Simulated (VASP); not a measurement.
# Ca2Ge2N (P4/mmm) in VASP: relaxation of cell and atoms with PBE

Aim: the relaxation of cell and atoms of Ca2Ge2N with PBE.

Everything below comes from runs of VASP 6.6.1. Logs are shortened: lines on timing, memory, paths and dates and some standing lists are left out, and cuts for length are marked.

### Step 1. The cell of the first run

It takes space group P4/mmm (No. 123, tetragonal). Conventional cell: a = 3.954 Å, b = 3.954 Å, c = 6.608 Å, α = 90.00°, β = 90.00°, γ = 90.00°. Ca (site symmetry mmm) has 4 Ge at 2.54 Å and 4 Ca at 2.80 Å within 3.4 Å. Within 3.5 Å of Ge (site symmetry 4mm) lie 4 Ca at 2.54 Å and 2 Ge at 3.19 to 3.42 Å and 4 N at 3.28 Å. Within 4.3 Å of N (site symmetry 4/mmm) lie 8 Ge at 3.28 Å and 8 Ca at 3.85 Å and 4 N at 3.95 Å.

The cell was generated, and may not be a known phase.

### Step 2. Relaxation of cell and atoms, PBE

Input file INCAR:

```
SYSTEM = Ca2Ge2N
PREC = Accurate
ENCUT = 1330
EDIFF = 1E-7
ISMEAR = 0
SIGMA = 0.1
LREAL = .False.
LASPH = .True.
NELM = 120
ALGO = Normal
ISIF = 3
LWAVE = .False.
LCHARG = .False.
GGA = PE
IBRION = 2
NSW = 90
EDIFFG = -0.04
GGA_COMPAT = .False.
NELMIN = 4
```

Input file KPOINTS:

```
Automatic mesh
0
Gamma
  4 4 4
  0 0 0
```

Input file POSCAR:

```
Ca2Ge2N
1.0
    3.9541064000      0.0000000000      0.0000000000
    0.0000000000      3.9541064000      0.0000000000
    0.0000000000      0.0000000000      6.6076472600
Ca Ge N
2 2 1
Direct
    0.0000000000      0.5000000000      0.5000000000
    0.5000000000      0.0000000000      0.5000000000
    0.5000000000      0.5000000000      0.2588269100
    0.5000000000      0.5000000000      0.7411730900
    0.0000000000      0.0000000000      0.0000000000
```

Potentials or basis: VASP PAW PBE potentials, release 64 (Ca_sv, Ge_d, N_h).

Run with:

```sh
> cat potpaw_PBE.64/Ca_sv/POTCAR potpaw_PBE.64/Ge_d/POTCAR potpaw_PBE.64/N_h/POTCAR > POTCAR
> mpirun -np 1 vasp_std > vasp.out
```

OUTCAR:

```text
SYSTEM = Ca2Ge2N
   PREC = Accurate
   ENCUT = 1330
   EDIFF = 1E-7
   ISMEAR = 0
   LREAL = .False.
   LASPH = .True.
   NELM = 120
   ISIF = 3
   GGA = PE
   IBRION = 2
   NSW = 90
   EDIFFG = -0.04
   NELMIN = 4

 ion  position               nearest neighbor table
   1  0.000  0.500  0.500-   3 2.54   4 2.54   3 2.54   4 2.54   2 2.80   2 2.80   2 2.80   2 2.80

   2  0.500  0.000  0.500-   3 2.54   4 2.54   3 2.54   4 2.54   1 2.80   1 2.80   1 2.80   1 2.80

   3  0.500  0.500  0.259-   1 2.54   2 2.54   2 2.54   1 2.54
   4  0.500  0.500  0.741-   1 2.54   2 2.54   2 2.54   1 2.54
   5  0.000  0.000  0.000-

  LATTYP: Found a simple tetragonal cell.
 ALAT       =     3.9541064000
 C/A-ratio  =     1.6710848398

  Lattice vectors:

 A1 = (   3.9541064000,   0.0000000000,   0.0000000000)
 A2 = (   0.0000000000,   3.9541064000,   0.0000000000)
 A3 = (   0.0000000000,   0.0000000000,   6.6076472600)

Analysis of symmetry for initial positions (statically):
=====================================================================
 Subroutine PRICEL returns:
 Original cell was already a primitive cell.

 Routine SETGRP: Setting up the symmetry group for a
 simple tetragonal supercell.

 Subroutine GETGRP returns: Found 16 space group operations
 (whereof 16 operations were pure point group operations)
 out of a pool of 16 trial point group operations.

The static configuration has the point symmetry D_4h.

Analysis of symmetry for dynamics (positions and initial velocities):
=====================================================================
 Subroutine PRICEL returns:
 Original cell was already a primitive cell.

 Routine SETGRP: Setting up the symmetry group for a
 simple tetragonal supercell.

 Subroutine GETGRP returns: Found 16 space group operations
 (whereof 16 operations were pure point group operations)
 out of a pool of 16 trial point group operations.

The dynamic configuration has the point symmetry D_4h.

 Subroutine INISYM returns: Found 16 space group operations
 (whereof 16 operations are pure point group operations),
 and found     1 'primitive' translations

----------------------------------------------------------------------------------------

                                     Primitive cell

  volume of cell :     103.3103

  direct lattice vectors                    reciprocal lattice vectors
     3.954106400  0.000000000  0.000000000     0.252901642  0.000000000  0.000000000
     0.000000000  3.954106400  0.000000000     0.000000000  0.252901642  0.000000000
[... 101 lines left out ...]
   IALGO  =     38    algorithm
   IMIX   =      4    mixing-type and parameters
     AMIX     =   0.40;   BMIX     =  1.00
     AMIX_MAG =   1.60;   BMIX_MAG =  1.00
  volume/ion in A,a.u.               =      20.66       139.43
  Fermi-wavevector in a.u.,A,eV,Ry     =   1.310546  2.476573 23.368425  1.717531
  Thomas-Fermi vector in A             =   2.441069
   LORBIT       =      0    0 simple, 1 ext, 2 COOP (PROOUT), +10 PAW based schemes
   GGA     = PE    functional components
   LHFCALC =     F    Hartree Fock is set to
   AEXX    =    0.0000 exact exchange contribution
   IVDW    =     0    specifies the selected vdW correction
   LEPSILON=     F    determine dielectric tensor
   LRPA    =     F    only Hartree local field effects (RPA)
 conjugate gradient relaxation of ions
 non-spin polarized calculation
 Gauss-broadening in eV      SIGMA  =   0.10
  energy-cutoff  :     1330.00
  volume of cell :      103.31
 maximum number of plane-waves:     11408
 NGX is ok and might be reduce to    48
   NGX = 23   NGY = 23   NGZ = 39

--------------------------------------- Ionic step        1  -------------------------------------------

 number of electron      53.0000003 magnetization

 Free energy of the ion-electron system (eV)
  ---------------------------------------------------
  ext. energy  EPLUGINS =         0.00000000
  ---------------------------------------------------
  free energy    TOTEN  =        -9.57800506 eV

  energy without entropy =       -9.54109288  energy(sigma->0) =       -9.55954897

------------------------ aborting loop because EDIFF is reached ----------------------------------------

  FORCE on cell =-STRESS in cart. coord.  units (eV):
  Direction    XX          YY          ZZ          XY          YZ          ZX
  --------------------------------------------------------------------------------------
  -------------------------------------------------------------------------------------
  Total       17.6406421     17.6406421      6.0829261      0.0000000      0.0000000      0.0000000
  in kB      273.5781557    273.5781557     94.3364594      0.0000000      0.0000000      0.0000000
  external PRESSURE =     213.8309236 kB  Pullay stress =       0.0000000 kB
[... 98 lines left out ...]
  FREE ENERGIE OF THE ION-ELECTRON SYSTEM (eV)
  ---------------------------------------------------
  free  energy   TOTEN  =       -13.9756973389 eV

  energy  without entropy=      -13.9471235409  energy(sigma->0) =      -13.96141044

 E-fermi :   3.0858     XC(G=0):  -9.3447

 val. band max:        3.0638136603   @ k =   0.5000   0.2500   0.0000
 cond. band min:       3.0967625206   @ k =   0.2500   0.0000   0.5000
 fundamental gap:      0.0329488603
 Fermi energy:         3.0858153867

 k-point     1 :       0.0000    0.0000    0.0000
  band No.  band energies     occupation
      1     -37.4796      2.00000
      2     -37.4328      2.00000
      3     -21.2701      2.00000
      4     -21.0464      2.00000
      5     -21.0464      2.00000
      6     -20.9065      2.00000
[... 601 lines left out ...]
     30       5.8878      0.00000
     31       6.4907      0.00000

[... ionic steps 4 to 18 ...]

--------------------------------------- Ionic step       19  -------------------------------------------

 number of electron      52.9999990 magnetization

------------------------ aborting loop because EDIFF is reached ----------------------------------------
[... 73 lines left out ...]
--------------------------------------- Ionic step       21  -------------------------------------------

 number of electron      52.9999988 magnetization

 Free energy of the ion-electron system (eV)
  ---------------------------------------------------
  ext. energy  EPLUGINS =         0.00000000
  ---------------------------------------------------
  free energy    TOTEN  =       -17.27641674 eV

  energy without entropy =      -17.23973360  energy(sigma->0) =      -17.25807517

 E-fermi :   1.9286     XC(G=0):  -8.4935

 val. band max:        1.9145779194   @ k =   0.5000   0.2500   0.2500
 cond. band min:       1.9526663484   @ k =   0.0000   0.0000   0.2500
 fundamental gap:      0.0380884290
 Fermi energy:         1.9286023626

 k-point     1 :       0.0000    0.0000    0.0000
  band No.  band energies     occupation
      1     -39.2466      2.00000
      2     -39.2335      2.00000
      3     -22.2927      2.00000
      4     -22.0833      2.00000
      5     -22.0833      2.00000
      6     -21.9770      2.00000
[... 633 lines left out ...]
  FREE ENERGIE OF THE ION-ELECTRON SYSTEM (eV)
  ---------------------------------------------------
  free  energy   TOTEN  =       -17.2764167365 eV

  energy  without entropy=      -17.2397336005  energy(sigma->0) =      -17.25807517

 reached required accuracy - stopping structural energy minimisation
```

OSZICAR:

```text
N       E                     dE             d eps       ncg     rms          rms(c)
DAV:   1     0.805358637234E+03    0.80536E+03   -0.43455E+04  1290   0.581E+03
DAV:   2     0.112030189795E+03   -0.69333E+03   -0.68380E+03  1124   0.131E+03
DAV:   3     0.210917242333E+01   -0.10992E+03   -0.10858E+03  1370   0.290E+02
[... 292 lines left out ...]
DAV:   7    -0.172764175893E+02    0.16720E-05   -0.30723E-06  1493   0.156E-02    0.449E-03
DAV:   8    -0.172764169685E+02    0.62081E-06   -0.11090E-06  1179   0.642E-03    0.127E-03
DAV:   9    -0.172764168627E+02    0.10572E-06   -0.84373E-08   796   0.263E-03    0.769E-04
DAV:  10    -0.172764167128E+02    0.14995E-06   -0.49747E-08   670   0.180E-03    0.191E-04
DAV:  11    -0.172764167365E+02   -0.23722E-07   -0.14561E-08   656   0.104E-03
  21 F= -.17276417E+02 E0= -.17258075E+02  d E =-.613126E-03
```

CONTCAR:

```text
Ca2Ge2N
   1.00000000000000
     5.4109581378266647   -0.0000000000000000    0.0000000000000000
    -0.0000000000000000    5.4109581378266647   -0.0000000000000000
     0.0000000000000000   -0.0000000000000000    4.7779913116164980
  Ca              Ge              N
     2     2     1
Direct
     0.0000000000000000    0.5000000000000000    0.5000000000000000
     0.5000000000000000    0.0000000000000000    0.5000000000000000
     0.5000000000000000    0.5000000000000000    0.2471838271824222
     0.5000000000000000    0.5000000000000000    0.7528161728175780
     0.0000000000000000    0.0000000000000000    0.0000000000000000

  0.00000000E+00  0.00000000E+00  0.00000000E+00
  0.00000000E+00  0.00000000E+00  0.00000000E+00
  0.00000000E+00  0.00000000E+00  0.00000000E+00
  0.00000000E+00  0.00000000E+00  0.00000000E+00
  0.00000000E+00  0.00000000E+00  0.00000000E+00
```

It took 47 min on 1 thread of AMD EPYC 9R45 (Zen 5), shared host; peak memory 0.63 GiB.

Results:

```yaml
Free_energy: -17.2764 eV
Relaxed_volume: 27.98 Å³/atom
Relaxed_cell: a = 5.411 Å, b = 5.411 Å, c = 4.778 Å, α = 90.00°, β = 90.00°, γ = 90.00°
Space_group_after_relaxing_to_0.1_Å: P4/mmm (No. 123)
Energy_gained_by_relaxing: 1539.7 meV/atom
Ionic_steps: 21
Pressure_after_relaxing: 0.0 GPa
Largest_force_after_relaxing: 0.036 eV/Å
Band_gap_on_the_k_mesh: zero (an odd number of electrons rules out a gap without spin polarisation)
```

Forces on the atoms (eV/Å):
```
Ca   0.000  0.000  0.000
Ca   0.000  0.000  0.000
Ge   0.000  0.000  0.036
Ge   0.000  0.000 -0.036
N    0.000  0.000  0.000
```

The path:
```tsv
step	energy change (eV)	largest force (eV/Å)	pressure (GPa)	volume (Å³)
1	0.0000	5.8800	21.38	103.31
2	-4.3234	1.9443	-2.55	149.77
3	-4.3977	1.7840	-3.43	155.33
4	-4.4288	1.4676	-4.70	166.81
5	-5.8947	0.2458	-3.71	155.23
6	-6.0055	1.9723	-2.44	152.04
7	-6.0045	1.6126	-2.70	152.58
8	-6.4252	0.9066	-0.39	139.32
9	-6.5231	0.7552	1.46	131.78
10	-6.5494	1.1378	6.95	117.24
11	-6.7478	0.6904	7.64	116.23
12	-6.8682	1.3749	10.92	112.63
13	-6.9340	0.2648	9.56	114.10
14	-7.3015	0.1337	6.38	120.49
15	-7.6893	0.1385	0.83	136.63
16	-7.6945	0.1777	0.29	138.79
17	-7.6944	0.1876	0.17	139.31
18	-7.6965	0.0836	0.12	139.46
19	-7.6978	0.0657	0.07	139.68
20	-7.6978	0.0789	0.06	139.70
21	-7.6984	0.0360	0.03	139.89
```

Final structure:
```
Ca Ge N
1.0
     5.41096    0.00000    0.00000
     0.00000    5.41096    0.00000
     0.00000    0.00000    4.77799
Ca Ge N
2 2 1
Direct
  0.00000 0.50000 0.50000
  0.50000 0.00000 0.50000
  0.50000 0.50000 0.24718
  0.50000 0.50000 0.75282
  0.00000 0.00000 0.00000
```

Caveat: the k points lie up to 0.33 Å⁻¹ apart in the final cell, too coarse for converged energies and pressures of a metal; the volume moved by over 15 % at a fixed basis, so the end points are rough; an odd number of electrons without spin polarisation forces a metal; a magnetic or distorted state may lie lower.

The gap in the log of VASP goes by the Fermi energy; the results here count the filled bands.